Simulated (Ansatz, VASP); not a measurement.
**One calculation of Be2SbP3, two programs**

File INCAR:

```
SYSTEM = Be2SbP3
  ALGO = Normal
  EDIFF = 1E-7
  EDIFFG = -0.04
  ENCUT = 600
  GGA = PE
  IBRION = 2
  ISIF = 3
  ISMEAR = 0
  LASPH = .True.
  LCHARG = .False.
  LREAL = .False.
  LWAVE = .False.
  NELM = 80
  NSW = 90
  PREC = Accurate
  SIGMA = 0.1
```

KPOINTS

```
k-points
0
Gamma
  4 4 4
  0 0 0
```

Contents of POSCAR:

```
Be2SbP3
1.0
    4.1404946300      0.0000000000      0.0000000000
    0.0000000000      4.1404946300      0.0000000000
    0.0000000000      0.0000000000      3.9088693400
Be Sb P
2 1 3
Direct
    0.0000000000      0.5000000000      0.0000000000
    0.5000000000      0.0000000000      0.0000000000
    0.5000000000      0.5000000000      0.5000000000
    0.0000000000      0.5000000000      0.5000000000
    0.5000000000      0.0000000000      0.5000000000
    0.5000000000      0.5000000000      0.0000000000
```

Input for Ansatz:

```yaml
crystal:
  lattice:
    - [4.14049463, 0.0, 0.0]
    - [0.0, 4.14049463, 0.0]
    - [0.0, 0.0, 3.90886934]
  atoms:
    - { symbol: Be, position: [0.0, 0.5, 0.0] }
    - { symbol: Be, position: [0.5, 0.0, 0.0] }
    - { symbol: Sb, position: [0.5, 0.5, 0.5] }
    - { symbol: P, position: [0.0, 0.5, 0.5] }
    - { symbol: P, position: [0.5, 0.0, 0.5] }
    - { symbol: P, position: [0.5, 0.5, 0.0] }
basis:
  ecutwfc: 420
kpoints:
  mp_grid: { grid: [4, 4, 4] }
hamiltonian:
  xc: pbe
scf:
  occupations: { method: gaussian, width: 0.1 }
  lower_state_search: "off"
output:
  forces: true
  stress: true
  eigenvalues: true
relax:
  adjacent_minimum: "off"
  f_tol: 0.04
  max_steps: 70
  cell: { stress_tol: 0.4 }
```

Alike in both runs: task relaxation of cell and atoms; functional PBE; k mesh 4 × 4 × 4; occupations gaussian, width 0.1 eV; no spin polarisation.

|  | VASP | Ansatz |
| --- | --- | --- |
| version | VASP 6.6.1 | Ansatz 0.2.0 |
| potentials or method | VASP PAW PBE potentials, release 64 (Be, Sb, P), cutoff 600 eV | scalar-relativistic, plane waves, PAW |
| valence electrons in the cell | 24 | 34 |

```tsv
	VASP	Ansatz	Ansatz less VASP
gap on the k mesh at the Fermi level, each at its own relaxed structure (eV)	none	none	-
relaxed volume (Å³/atom)	21.02	20.93	-0.088
relaxed length of the cell vector where the two differ most in proportion (Å)	5.116	5.105	-0.0116
```

A gap of «none» marks a metal or a gap that the smearing closes. VASP's potentials hold 24 valence electrons a cell and Ansatz's 34, so a difference there can come from the potentials and not from the codes.

The k mesh is coarse, so the values compare programs but aren't converged. Spin-orbit coupling is off throughout. Noted on VASP's run: the volume moved by over 15 % at a fixed basis, so the end points are rough.
